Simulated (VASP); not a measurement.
# TiC (Fm-3m) in VASP: further runs, part 2 of 2

VASP 6.6.1. Earlier steps stand in the parts before.

## Step 4: Single point, PBE0

This run uses another cell than the first one, of 9.95 Å³/atom, 0.961 times its volume.

POSCAR reads:

```
TiC
1.0
    0.0000000000      2.1511833799      2.1511833799
    2.1511833799      0.0000000000      2.1511833799
    2.1511833799      2.1511833799      0.0000000000
Ti C
1 1
Direct
    0.0000000000      0.0000000000      0.0000000000
    0.5000000000      0.5000000000      0.5000000000
```

INCAR.step1 reads:

```
SYSTEM = TiC
PREC = Accurate ; ENCUT = 520
EDIFF = 1E-5 ; ISMEAR = -1
SIGMA = 0.05 ; LREAL = .FALSE.
LASPH = .TRUE. ; NELM = 60
ALGO = Normal ; ISIF = 2
LWAVE = .TRUE. ; LCHARG = .FALSE.
NBANDS = 15 ; GGA = PE
```

INCAR.step2 reads:

```
SYSTEM = TiC
PREC = Accurate ; ENCUT = 520
EDIFF = 1E-6 ; ISMEAR = -1
SIGMA = 0.05 ; LREAL = .FALSE.
LASPH = .TRUE. ; NELM = 60
ALGO = Normal ; ISIF = 2
LWAVE = .FALSE. ; LCHARG = .FALSE.
GGA = PE ; LHFCALC = .TRUE.
AEXX = 0.25 ; PRECFOCK = Normal
NBANDS = 15 ; ISTART = 1
```

KPOINTS reads:

```
Automatic mesh
0
G
  6 6 6
  0 0 0
```

Potentials or basis: VASP PAW PBE potentials, release 64 (Ti_sv, C).

The run is started by

```console
cat potpaw_PBE.64/Ti_sv/POTCAR potpaw_PBE.64/C/POTCAR > POTCAR
cp INCAR.step1 INCAR
mpirun -np 1 vasp_std > vasp.out
cp INCAR.step2 INCAR
mpirun -np 1 vasp_std > vasp.out
```

OUTCAR:

```text
SYSTEM = TiC
   PREC = Accurate
   ENCUT = 520
   EDIFF = 1E-6
   ISMEAR = -1
   LREAL = .FALSE.
   LASPH = .TRUE.
   NELM = 60
   ISIF = 2
   GGA = PE
   LHFCALC = .TRUE.
   AEXX = 0.25
   PRECFOCK = Normal
   ISTART = 1

 ion  position               nearest neighbor table
   1  0.000  0.000  0.000-   2 2.15   2 2.15   2 2.15   2 2.15   2 2.15   2 2.15
   2  0.500  0.500  0.500-   1 2.15   1 2.15   1 2.15   1 2.15   1 2.15   1 2.15

  LATTYP: Found a face centered cubic cell.
 ALAT       =     4.3023667598

  Lattice vectors:

 A1 = (   0.0000000000,   2.1511833799,   2.1511833799)
 A2 = (   2.1511833799,   0.0000000000,   2.1511833799)
 A3 = (   2.1511833799,   2.1511833799,   0.0000000000)

Analysis of symmetry for initial positions (statically):
=====================================================================
 Subroutine PRICEL returns:
 Original cell was already a primitive cell.

 Routine SETGRP: Setting up the symmetry group for a
 face centered cubic supercell.

 Subroutine GETGRP returns: Found 48 space group operations
[... 9 lines left out ...]

 Routine SETGRP: Setting up the symmetry group for a
 face centered cubic supercell.

 Subroutine GETGRP returns: Found 48 space group operations
[... 11 lines left out ...]
                                     Primitive cell

  volume of cell :      19.9096

  direct lattice vectors                    reciprocal lattice vectors
     0.000000000  2.151183380  2.151183380    -0.232430208  0.232430208  0.232430208
     2.151183380  0.000000000  2.151183380     0.232430208 -0.232430208  0.232430208
     2.151183380  2.151183380  0.000000000     0.232430208  0.232430208 -0.232430208

  length of vectors
     3.042232711  3.042232711  3.042232711     0.402580929  0.402580929  0.402580929

  position of ions in fractional coordinates (direct lattice)
[... 8 lines left out ...]
----------------------------------------------------------------------------------------

 KPOINTS: Automatic mesh

Automatic generation of k-mesh.
 Grid dimensions read from file:
 generate k-points for:    6    6    6

 Generating k-lattice:

  Cartesian coordinates                     Fractional coordinates (reciprocal lattice)
    -0.038738368  0.038738368  0.038738368     0.166666667  0.000000000  0.000000000
     0.038738368 -0.038738368  0.038738368     0.000000000  0.166666667  0.000000000
     0.038738368  0.038738368 -0.038738368     0.000000000  0.000000000  0.166666667

  Length of vectors
     0.067096822  0.067096822  0.067096822

  Shift w.r.t. Gamma in fractional coordinates (k-lattice)
     0.000000000  0.000000000  0.000000000

 Subroutine IBZKPT returns following result:
 ===========================================

 Found     16 irreducible k-points:

 Following reciprocal coordinates:
            Coordinates               Weight
  0.000000  0.000000  0.000000      1.000000
  0.166667  0.000000  0.000000      8.000000
  0.333333  0.000000  0.000000      8.000000
  0.500000  0.000000  0.000000      4.000000
  0.166667  0.166667  0.000000      6.000000
  0.333333  0.166667  0.000000     24.000000
[... 8 lines left out ...]
 -0.333333  0.333333  0.166667     24.000000
 -0.333333  0.500000  0.166667     12.000000
   k-points           NKPTS =     16   k-points in BZ     NKDIM =    216   number of bands    NBANDS=     15
   number of dos      NEDOS =    301   number of ions     NIONS =      2
   total plane-waves  NPLWV =  13824
   dimension x,y,z NGX =    24 NGY =   24 NGZ =   24
   dimension x,y,z NGXF=    48 NGYF=   48 NGZF=   48
   ions per type =               1   1
   NGX,Y,Z   is equivalent  to a cutoff of  13.12, 13.12, 13.12 a.u.
   NGXF,Y,Z  is equivalent  to a cutoff of  26.23, 26.23, 26.23 a.u.
 SYSTEM =  TiC
   PREC   = accura    normal or accurate (medium, high low for compatibility)
   ISTART =      1    job   : 0-new  1-cont  2-samecut
   ICHARG =      0    charge: 1-file 2-atom 10-const
   ISPIN  =      1    spin polarized calculation?
   LNONCOLLINEAR =      F non collinear calculations
   LSORBIT =      F    spin-orbit coupling
   LASPH  =      T    aspherical Exc in radial PAW
   ENCUT  =  520.0 eV  38.22 Ry    6.18 a.u.   5.66  5.66  5.66*2*pi/ulx,y,z
   NELM   =     60;   NELMIN=  2; NELMDL=  0     # of ELM steps
   EDIFF  = 0.1E-05   stopping-criterion for ELM
   LREAL  =      F    real-space projection
   EDIFFG = 0.1E-04   stopping-criterion for IOM
   NSW    =      0    number of steps for IOM
   IBRION =     -1    ionic relax: 0-MD 1-quasi-New 2-CG
   NFREE  =      0    steps in history (QN), initial steepest desc. (CG)
   ISIF   =      2    stress and relaxation
   ISYM   =      3    0-nonsym 1-usesym 2-fastsym
   POTIM  = 0.5000    time-step for ionic-motion
   TEBEG  =    0.0;   TEEND  =   0.0 temperature during run
   PSTRESS=    0.0 pullay stress
   NELECT =      16.0000    total number of electrons
   NUPDOWN=      -1.0000    fix difference up-down
   EMIN   =  10.00;   EMAX   =-10.00  energy-range for DOS
   EFERMI =   0.00;   METHOD = LEGACY
   ISMEAR =    -1;   SIGMA  =   0.05  broadening in eV -4-tet -1-fermi 0-gaus
   EFERMI_NEDOS =   21; number of points for ismear=-14 and -15
   IALGO  =     38    algorithm
   IMIX   =      1    mixing-type and parameters
     AMIX     =   0.40;   BMIX     =  1.00
     AMIX_MAG =   1.60;   BMIX_MAG =  1.00
  volume/ion in A,a.u.               =       9.95        67.18
  Fermi-wavevector in a.u.,A,eV,Ry     =   1.522045  2.876247 31.519527  2.316620
  Thomas-Fermi vector in A             =   2.630677
   LORBIT       =      0    0 simple, 1 ext, 2 COOP (PROOUT), +10 PAW based schemes
   GGA     = PE    functional components
   LHFCALC =     T    Hartree Fock is set to
   PRECFOCK=normal    Normal, Fast or Accurate (Low or Medium for compatibility)
   ENCUT4O =  -1.0   cutoff for four orbital integrals eV
   NKREDX  =     1    reduce k-point grid by
   NKREDY  =     1    reduce k-point grid by
   NKREDZ  =     1    reduce k-point grid by
   AEXX    =    0.2500 exact exchange contribution
   HFSCREEN=    0.0000 screening length (either q_TF or 0.3 A-1)
   HFSCREENC=   0.0000 screening length for correlation (either q_TF or 0.3 A-1)
   ENCUTFOCK=  -1.0 apply spherical cutoff to Coloumb kernel
   IVDW    =     0    specifies the selected vdW correction
   LEPSILON=     F    determine dielectric tensor
   LRPA    =     F    only Hartree local field effects (RPA)
 non-spin polarized calculation
  energy-cutoff  :      520.00
  volume of cell :       19.91
 maximum number of plane-waves:       544
 NGX is ok and might be reduce to    24
  NGX = 18; NGY = 18; NGZ = 18

 number of electron      16.0000003 magnetization

 Free energy of the ion-electron system (eV)
  ---------------------------------------------------
  ext. energy  EPLUGINS =         0.00000000
  ---------------------------------------------------
  free energy    TOTEN  =       -23.59948942 eV

  energy without entropy =      -23.59934368  energy(sigma->0) =      -23.59941655

 E-fermi :   9.3691     XC(G=0): -10.0697

 val. band max:        9.0555860240   @ k =   0.1667   0.1667   0.0000
 cond. band min:       9.6477597547   @ k =   0.5000   0.5000   0.0000
 fundamental gap:      0.5921737307
 Fermi energy:         9.3691147116

 k-point     1 :       0.0000    0.0000    0.0000
  band No.  band energies     occupation
      1     -52.1956      2.00000
      2     -26.5423      2.00000
      3     -26.5423      2.00000
      4     -26.5423      2.00000
      5      -5.2100      2.00000
      6      11.2322      0.00000
      7      11.2322      0.00000
      8      11.2322      0.00000
      9      11.7421      0.00000
     10      11.7421      0.00000
     11      11.7422      0.00000
     12      12.0212      0.00000
     13      12.0212      0.00000
     14      21.8049      0.00000
     15      24.8543      0.00000
[... 253 lines left out ...]
 k-point    16 :      -0.3333    0.5000    0.1667
  band No.  band energies     occupation
      1     -52.0814      2.00000
      2     -26.9830      2.00000
      3     -26.8209      2.00000
      4     -26.7436      2.00000
      5      -2.1240      2.00000
      6       5.0181      2.00000
      7       5.9098      2.00000
      8       6.4990      2.00000
      9      12.3818      0.00000
     10      14.4624      0.00000
     11      14.7345      0.00000
     12      15.3556      0.00000
     13      16.6427      0.00000
     14      25.1116      0.00000
     15      25.5685      0.00000

------------------------ aborting loop because EDIFF is reached ----------------------------------------

  FORCE on cell =-STRESS in cart. coord.  units (eV):
  Direction    XX          YY          ZZ          XY          YZ          ZX
  --------------------------------------------------------------------------------------
  -------------------------------------------------------------------------------------
  Total       -0.0230845     -0.0230845     -0.0230845      0.0000000      0.0000000      0.0000000
  in kB       -1.8576685     -1.8576685     -1.8576685      0.0000000      0.0000000      0.0000000
  external PRESSURE =      -1.8576685 kB  Pullay stress =       0.0000000 kB

 VOLUME and BASIS-vectors are now :
 -----------------------------------------------------------------------------
  energy-cutoff  :      520.00
  volume of cell :       19.91
      direct lattice vectors                 reciprocal lattice vectors
     0.000000000  2.151183380  2.151183380    -0.232430208  0.232430208  0.232430208
     2.151183380  0.000000000  2.151183380     0.232430208 -0.232430208  0.232430208
     2.151183380  2.151183380  0.000000000     0.232430208  0.232430208 -0.232430208

 POSITION                                       TOTAL-FORCE (eV/Angst)
 -----------------------------------------------------------------------------------
      0.00000      0.00000      0.00000         0.000000      0.000000      0.000000
      2.15118      2.15118      2.15118        -0.000000      0.000000     -0.000000
 -----------------------------------------------------------------------------------
    total drift:                               -0.000000      0.000000      0.000000

  FREE ENERGIE OF THE ION-ELECTRON SYSTEM (eV)
  ---------------------------------------------------
  free  energy   TOTEN  =       -23.5994894218 eV

  energy  without entropy=      -23.5993436777  energy(sigma->0) =      -23.59941655
```

Run time: 24 min. Hardware: 1 thread of Oxide Virtual Turin-like, shared host; peak memory 0.12 GiB.

What came out:

| Property | Result |
| --- | --- |
| Free energy | -23.5995 eV |
| Pressure | -0.2 GPa |
| Band gap on the k mesh | zero (band 8 reaches 11.23 eV, above the bottom of band 9 at 8.76 eV) |

Caveat: the k points lie up to 0.42 Å⁻¹ apart; the PAW data sets were made with another functional, which shifts forces and pressure a little.

## Step 5: Single point, PBE0

This run uses another cell than the first one, of 10.16 Å³/atom, 0.980 times its volume.

POSCAR reads:

```
TiC
1.0
    0.0000000000      2.1657188437      2.1657188437
    2.1657188437      0.0000000000      2.1657188437
    2.1657188437      2.1657188437      0.0000000000
Ti C
1 1
Direct
    0.0000000000      0.0000000000      0.0000000000
    0.5000000000      0.5000000000      0.5000000000
```

INCAR.step1 reads:

```
PREC = Accurate
ENCUT = 520
EDIFF = 1E-5
ISMEAR = -1
SIGMA = 0.05
LREAL = False
LASPH = True
NELM = 100
ALGO = Normal
ISIF = 2
LWAVE = True
LCHARG = False
GGA = PE
NBANDS = 15
```

INCAR.step2 reads:

```
PREC = Accurate
ENCUT = 520
EDIFF = 1E-6
ISMEAR = -1
SIGMA = 0.05
LREAL = False
LASPH = True
NELM = 100
ALGO = Normal
ISIF = 2
LWAVE = False
LCHARG = False
GGA = PE
LHFCALC = True
AEXX = 0.25
PRECFOCK = Normal
ISTART = 1
NBANDS = 15
```

KPOINTS reads:

```
Automatic mesh
0
Gamma
  6 6 6
```

The run is started by

```console
cat potpaw_PBE.64/Ti_sv/POTCAR potpaw_PBE.64/C/POTCAR > POTCAR
cp INCAR.step1 INCAR
mpirun -np 1 vasp_std > vasp.out
cp INCAR.step2 INCAR
mpirun -np 1 vasp_std > vasp.out
```

It took 39 min on 1 thread of Oxide Virtual Turin-like, shared host; peak memory 0.12 GiB.

The run converged. Its results:

- Free energy: -23.5925 eV
- Pressure: -5.6 GPa
- Band gap on the k mesh: zero (band 8 reaches 10.99 eV, above the bottom of band 9 at 8.52 eV)

Levels at points of the mesh, in eV from the Fermi level:
```csv
k point,band 5,band 6,band 7,band 8,band 9,band 10,band 11,band 12
"(0.00, 0.00, 0.00)",-14.47,1.86,1.86,1.86,2.35,2.35,2.35,2.61
"(0.50, 0.00, 0.00)",-10.57,-7.07,-3.70,-3.70,4.57,4.57,5.86,9.43
"(0.50, 0.50, 0.00)",-11.90,-4.46,-1.61,0.26,0.26,3.81,5.25,5.25
```

Caveat: the k points lie up to 0.42 Å⁻¹ apart; the PAW data sets were made with another functional, which shifts forces and pressure a little.

## Step 6: The runs side by side

```csv
cell,gap on the mesh (eV),pressure (GPa)
"a = 3.083 Å, angles 60.0°, 2 atoms",none,-10.4
"a = 3.103 Å, angles 60.0°, 2 atoms",none,-14.8
"a = 3.042 Å, angles 60.0°, 2 atoms",none,-0.2
"a = 3.063 Å, angles 60.0°, 2 atoms",none,-5.6
```

Alike in all rows: task single point; level PBE0; potentials or basis VASP PAW PBE potentials, release 64 (Ti_sv, C); no spin polarisation; k mesh 6 × 6 × 6; cutoff (eV) 520; smearing fermi-dirac 0.05 eV.

Caveats: all runs use coarse meshes; the PAW data sets were made with another functional, which shifts forces and pressure a little.

Total energies depend on the potentials used, so only differences within one code and one set of settings carry meaning.
